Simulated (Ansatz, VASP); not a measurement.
## Zr: VASP beside Ansatz

```
Zr
1.0
     3.24637    0.00000    0.00000
    -1.62318    2.81144    0.00000
     0.00000    0.00000    5.14999
Zr
2
Direct
  0.33333 0.66667 0.25000
  0.66667 0.33333 0.75000
```

Alike in both runs: task relaxation of cell and atoms; functional r2SCAN; k mesh 15 × 15 × 8; occupations fermi-dirac, width 0.15 eV; no spin polarisation.

|  | VASP | Ansatz |
| --- | --- | --- |
| version | VASP 6.6.1 | Ansatz 0.2.0 |
| potentials or method | VASP PAW PBE potentials, release 64 (Zr_sv), cutoff 600 eV | scalar-relativistic, plane waves, PAW |
| valence electrons in the cell | 24 | 24 |

|  | VASP | Ansatz | Ansatz less VASP |
| --- | --- | --- | --- |
| gap on the k mesh at the Fermi level, each at its own relaxed structure (eV) | none | none | - |
| relaxed volume (Å³/atom) | 23.54 | 23.54 | -0.002 |
| relaxed length of the cell vector where the two differ most in proportion (Å) | 5.167 | 5.168 | +0.0010 |

VASP's potentials were made for PBE, not for r2SCAN. A gap of «none» marks a metal or a gap that the smearing closes.
